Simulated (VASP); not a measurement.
# BaTiO3 (P4/mmm) in VASP: a series of runs, part 3 of 3

VASP 6.6.1.

## Step 4: Single point, PBE (strain -0.0600 x Voigt [0, 0, 1, 0, 0, 0])

INCAR

```
PREC = Accurate ; ENCUT = 520
EDIFF = 1E-7 ; ISMEAR = 0
SIGMA = 0.05 ; LREAL = False
LASPH = True ; NELM = 100
ALGO = Normal ; ISIF = 2
LWAVE = False ; LCHARG = False
GGA = PE ; NBANDS = 28
```

KPOINTS

```
Automatic mesh
0
Gamma
  8 8 8
```

POSCAR

```
BaTiO3
1.0
    4.0192501416      0.0000000000      0.0000000000
    0.0000000000      4.0192501416      0.0000000000
    0.0000000000      0.0000000000      3.7780951331
Ba Ti O
1 1 3
Direct
    0.5000000000      0.5000000000      0.5000000000
    0.0000000000      0.0000000000      0.0000000000
    0.5000000000      0.0000000000      0.0000000000
    0.0000000000      0.5000000000      0.0000000000
    0.0000000000      0.0000000000      0.5000000000
```

Potentials or basis: VASP PAW PBE potentials, release 64 (Ba_sv, Ti_sv, O).

Launch:

```
> cat potpaw_PBE.64/Ba_sv/POTCAR potpaw_PBE.64/Ti_sv/POTCAR potpaw_PBE.64/O/POTCAR > POTCAR
> mpirun -np 1 vasp_std > vasp.out
```

OUTCAR:

```text
PREC = Accurate
   ENCUT = 520
   EDIFF = 1E-7
   ISMEAR = 0
   LREAL = False
   LASPH = True
   NELM = 100
   ISIF = 2
   GGA = PE

 ion  position               nearest neighbor table
   1  0.500  0.500  0.500-   3 2.76   4 2.76   3 2.76   4 2.76   3 2.76   3 2.76   4 2.76   4 2.76
                             5 2.84   5 2.84   5 2.84   5 2.84   2 3.41   2 3.41   2 3.41   2 3.41
   2  0.000  0.000  0.000-   5 1.89   5 1.89   3 2.01   4 2.01   4 2.01   3 2.01   1 3.41   1 3.41
                             1 3.41   1 3.41   1 3.41   1 3.41   1 3.41   1 3.41
   3  0.500  0.000  0.000-   2 2.01   2 2.01   1 2.76   1 2.76   1 2.76   1 2.76
   4  0.000  0.500  0.000-   2 2.01   2 2.01   1 2.76   1 2.76   1 2.76   1 2.76
   5  0.000  0.000  0.500-   2 1.89   2 1.89   1 2.84   1 2.84   1 2.84   1 2.84

  LATTYP: Found a simple tetragonal cell.
 ALAT       =     4.0192501416
 C/A-ratio  =     0.9400000000

  Lattice vectors:

 A1 = (   4.0192501416,   0.0000000000,   0.0000000000)
 A2 = (   0.0000000000,   4.0192501416,   0.0000000000)
 A3 = (   0.0000000000,   0.0000000000,   3.7780951331)

Analysis of symmetry for initial positions (statically):
=====================================================================
 Subroutine PRICEL returns:
 Original cell was already a primitive cell.

 Routine SETGRP: Setting up the symmetry group for a
 simple tetragonal supercell.

 Subroutine GETGRP returns: Found 16 space group operations
 (whereof 16 operations were pure point group operations)
 out of a pool of 16 trial point group operations.

The static configuration has the point symmetry D_4h.

Analysis of symmetry for dynamics (positions and initial velocities):
=====================================================================
 Subroutine PRICEL returns:
 Original cell was already a primitive cell.

 Routine SETGRP: Setting up the symmetry group for a
 simple tetragonal supercell.

 Subroutine GETGRP returns: Found 16 space group operations
 (whereof 16 operations were pure point group operations)
 out of a pool of 16 trial point group operations.

The dynamic configuration has the point symmetry D_4h.

 Subroutine INISYM returns: Found 16 space group operations
 (whereof 16 operations are pure point group operations),
 and found     1 'primitive' translations

----------------------------------------------------------------------------------------

                                     Primitive cell

  volume of cell :      61.0328

  direct lattice vectors                    reciprocal lattice vectors
     4.019250142  0.000000000  0.000000000     0.248802629  0.000000000  0.000000000
     0.000000000  4.019250142  0.000000000     0.000000000  0.248802629  0.000000000
     0.000000000  0.000000000  3.778095133     0.000000000  0.000000000  0.264683647

  length of vectors
     4.019250142  4.019250142  3.778095133     0.248802629  0.248802629  0.264683647

  position of ions in fractional coordinates (direct lattice)
     0.500000000  0.500000000  0.500000000
     0.000000000  0.000000000  0.000000000
     0.500000000  0.000000000  0.000000000
     0.000000000  0.500000000  0.000000000
     0.000000000  0.000000000  0.500000000

  ion indices of the primitive-cell ions
   primitive index   ion index
                 1           1
[... 25 lines left out ...]

 Subroutine IBZKPT returns following result:
 ===========================================

 Found     75 irreducible k-points:

 Following reciprocal coordinates:
            Coordinates               Weight
  0.000000  0.000000  0.000000      1.000000
  0.125000  0.000000  0.000000      4.000000
  0.250000  0.000000  0.000000      4.000000
  0.375000  0.000000  0.000000      4.000000
  0.500000  0.000000  0.000000      2.000000
  0.125000  0.125000  0.000000      4.000000
[... 16 lines left out ...]
  0.375000  0.125000  0.125000     16.000000
  0.500000  0.125000  0.125000      8.000000
 [... further k-points ...]
   k-points           NKPTS =     75   k-points in BZ     NKDIM =     75   number of bands    NBANDS=     28
   number of dos      NEDOS =    301   number of ions     NIONS =      5
   total plane-waves  NPLWV =  25200
   dimension x,y,z NGX =    30 NGY =   30 NGZ =   28
   dimension x,y,z NGXF=    60 NGYF=   60 NGZF=   56
   ions per type =               1   1   3
   NGX,Y,Z   is equivalent  to a cutoff of  12.41, 12.41, 12.32 a.u.
   NGXF,Y,Z  is equivalent  to a cutoff of  24.82, 24.82, 24.64 a.u.
 SYSTEM =  unknown system
   PREC   = accura    normal or accurate (medium, high low for compatibility)
   ISTART =      0    job   : 0-new  1-cont  2-samecut
   ICHARG =      2    charge: 1-file 2-atom 10-const
   ISPIN  =      1    spin polarized calculation?
   LNONCOLLINEAR =      F non collinear calculations
   LSORBIT =      F    spin-orbit coupling
   LASPH  =      T    aspherical Exc in radial PAW
   ENCUT  =  520.0 eV  38.22 Ry    6.18 a.u.   7.47  7.47  7.02*2*pi/ulx,y,z
   NELM   =    100;   NELMIN=  2; NELMDL= -5     # of ELM steps
   EDIFF  = 0.1E-06   stopping-criterion for ELM
   LREAL  =      F    real-space projection
   EDIFFG = 0.1E-05   stopping-criterion for IOM
   NSW    =      0    number of steps for IOM
   IBRION =     -1    ionic relax: 0-MD 1-quasi-New 2-CG
   NFREE  =      0    steps in history (QN), initial steepest desc. (CG)
   ISIF   =      2    stress and relaxation
   ISYM   =      2    0-nonsym 1-usesym 2-fastsym
   POTIM  = 0.5000    time-step for ionic-motion
   TEBEG  =    0.0;   TEEND  =   0.0 temperature during run
   PSTRESS=    0.0 pullay stress
   NELECT =      40.0000    total number of electrons
   NUPDOWN=      -1.0000    fix difference up-down
   EMIN   =  10.00;   EMAX   =-10.00  energy-range for DOS
   EFERMI =   0.00;   METHOD = LEGACY
   ISMEAR =     0;   SIGMA  =   0.05  broadening in eV -4-tet -1-fermi 0-gaus
   EFERMI_NEDOS =   21; number of points for ismear=-14 and -15
   IALGO  =     38    algorithm
   IMIX   =      4    mixing-type and parameters
     AMIX     =   0.40;   BMIX     =  1.00
     AMIX_MAG =   1.60;   BMIX_MAG =  1.00
  volume/ion in A,a.u.               =      12.21        82.37
  Fermi-wavevector in a.u.,A,eV,Ry     =   1.422025  2.687237 27.513083  2.022155
  Thomas-Fermi vector in A             =   2.542772
   LORBIT       =      0    0 simple, 1 ext, 2 COOP (PROOUT), +10 PAW based schemes
   GGA     = PE    functional components
   LHFCALC =     F    Hartree Fock is set to
   AEXX    =    0.0000 exact exchange contribution
   IVDW    =     0    specifies the selected vdW correction
   LEPSILON=     F    determine dielectric tensor
   LRPA    =     F    only Hartree local field effects (RPA)
 non-spin polarized calculation
 Gauss-broadening in eV      SIGMA  =   0.05
  energy-cutoff  :      520.00
  volume of cell :       61.03
 maximum number of plane-waves:      1662
 NGX is ok and might be reduce to    30
   NGX = 15   NGY = 15   NGZ = 15

 number of electron      39.9999977 magnetization

 Free energy of the ion-electron system (eV)
  ---------------------------------------------------
  ext. energy  EPLUGINS =         0.00000000
  ---------------------------------------------------
  free energy    TOTEN  =       -39.67141578 eV

  energy without entropy =      -39.67141578  energy(sigma->0) =      -39.67141578

 E-fermi :   4.6971     XC(G=0): -11.5204

 val. band max:        4.2981626739   @ k =   0.5000   0.5000   0.5000
 cond. band min:       5.9875834185   @ k =   0.0000   0.0000   0.0000
 fundamental gap:      1.6894207446
 Fermi energy:         4.6971470257

 k-point     1 :       0.0000    0.0000    0.0000
  band No.  band energies     occupation
      1     -52.1903      2.00000
      2     -28.4747      2.00000
      3     -28.4173      2.00000
      4     -28.4173      2.00000
      5     -20.4915      2.00000
      6     -12.9222      2.00000
[... 733 lines left out ...]
     27      12.4349      0.00000
     28      13.4355      0.00000

 [... further k-points ...]
[... 5 lines left out ...]
  --------------------------------------------------------------------------------------
  -------------------------------------------------------------------------------------
  Total        3.5437866      3.5437866      9.8418980      0.0000000     -0.0000000      0.0000000
  in kB       93.0283222     93.0283222    258.3607181      0.0000000     -0.0000000      0.0000000
  external PRESSURE =     148.1391209 kB  Pullay stress =       0.0000000 kB

 VOLUME and BASIS-vectors are now :
 -----------------------------------------------------------------------------
  energy-cutoff  :      520.00
  volume of cell :       61.03
      direct lattice vectors                 reciprocal lattice vectors
     4.019250142  0.000000000  0.000000000     0.248802629  0.000000000  0.000000000
     0.000000000  4.019250142  0.000000000     0.000000000  0.248802629  0.000000000
     0.000000000  0.000000000  3.778095133     0.000000000  0.000000000  0.264683647

 POSITION                                       TOTAL-FORCE (eV/Angst)
 -----------------------------------------------------------------------------------
      2.00963      2.00963      1.88905         0.000000      0.000000      0.000000
      0.00000      0.00000      0.00000         0.000000      0.000000      0.000000
      2.00963      0.00000      0.00000         0.000000      0.000000      0.000000
      0.00000      2.00963      0.00000         0.000000      0.000000      0.000000
      0.00000      0.00000      1.88905         0.000000      0.000000      0.000000
 -----------------------------------------------------------------------------------
    total drift:                                0.000000     -0.000000      0.000000

  FREE ENERGIE OF THE ION-ELECTRON SYSTEM (eV)
  ---------------------------------------------------
  free  energy   TOTEN  =       -39.6714157761 eV

  energy  without entropy=      -39.6714157761  energy(sigma->0) =      -39.67141578
```

OSZICAR:

```text
N       E                     dE             d eps       ncg     rms          rms(c)
DAV:   1     0.430363412236E+03    0.43036E+03   -0.20509E+04  4200   0.154E+03
DAV:   2    -0.751396023437E+01   -0.43788E+03   -0.41614E+03  4788   0.421E+02
DAV:   3    -0.483691119431E+02   -0.40855E+02   -0.40459E+02  4892   0.134E+02
DAV:   4    -0.504331146043E+02   -0.20640E+01   -0.20599E+01  6628   0.266E+01
DAV:   5    -0.504649698426E+02   -0.31855E-01   -0.31841E-01  5320   0.329E+00    0.243E+01
DAV:   6    -0.397472757342E+02    0.10718E+02   -0.54603E+01  5764   0.686E+01    0.984E+00
DAV:   7    -0.397758375317E+02   -0.28562E-01   -0.87086E+00  5536   0.216E+01    0.710E+00
DAV:   8    -0.396538963276E+02    0.12194E+00   -0.76666E-01  5196   0.827E+00    0.290E+00
DAV:   9    -0.396870479062E+02   -0.33152E-01   -0.20426E-01  5552   0.302E+00    0.117E+00
DAV:  10    -0.396718472772E+02    0.15201E-01   -0.83501E-02  5108   0.286E+00    0.245E-01
DAV:  11    -0.396714805946E+02    0.36668E-03   -0.32062E-03  6060   0.428E-01    0.505E-02
DAV:  12    -0.396714074560E+02    0.73139E-04   -0.29780E-04  4908   0.155E-01    0.279E-02
DAV:  13    -0.396714226707E+02   -0.15215E-04   -0.12465E-04  5580   0.116E-01    0.315E-02
DAV:  14    -0.396714161987E+02    0.64721E-05   -0.39752E-05  5808   0.530E-02    0.671E-03
DAV:  15    -0.396714160315E+02    0.16713E-06   -0.54767E-06  5508   0.203E-02    0.446E-03
DAV:  16    -0.396714157034E+02    0.32816E-06   -0.10945E-06  4868   0.109E-02    0.683E-04
DAV:  17    -0.396714157761E+02   -0.72749E-07   -0.12564E-07  3336   0.352E-03
   1 F= -.39671416E+02 E0= -.39671416E+02  d E =-.244541E-31
```

Run time: 57 s. Hardware: 1 thread of Intel Xeon 6975P-C (Granite Rapids), shared host; peak memory 0.25 GiB.

Results:

```
Free energy            : -39.6714 eV
Pressure               : 14.8 GPa
Band gap on the k mesh : 1.69 eV, indirect (least direct gap 1.79 eV)
```

Caveat: the cell differs from its parent crystal (strain -0.0600 x Voigt [0, 0, 1, 0, 0, 0]); spin-orbit coupling is left out, which moves the levels of the heavy elements. A k mesh can miss the band edges.

## Step 5: Summary

| cell | gap on the mesh (eV) | pressure (GPa) |
| --- | --- | --- |
| a = 4.019, b = 4.019, c = 4.230 Å, 5 atoms | 1.53 | -5.5 |
| a = 4.019, b = 4.019, c = 4.260 Å, 5 atoms | 1.51 | -6.3 |
| a = 4.019, b = 4.019, c = 3.778 Å, 5 atoms | 1.69 | 14.8 |

Alike in all rows: task single point; level PBE; potentials or basis VASP PAW PBE potentials, release 64 (Ba_sv, Ti_sv, O); no spin polarisation; k mesh 8 × 8 × 8; cutoff (eV) 520; smearing gaussian 0.05 eV.

Caveats: spin-orbit coupling is left out, which moves the levels of the heavy elements.

Total energies depend on the potentials used, so only differences within one code and one set of settings carry meaning.
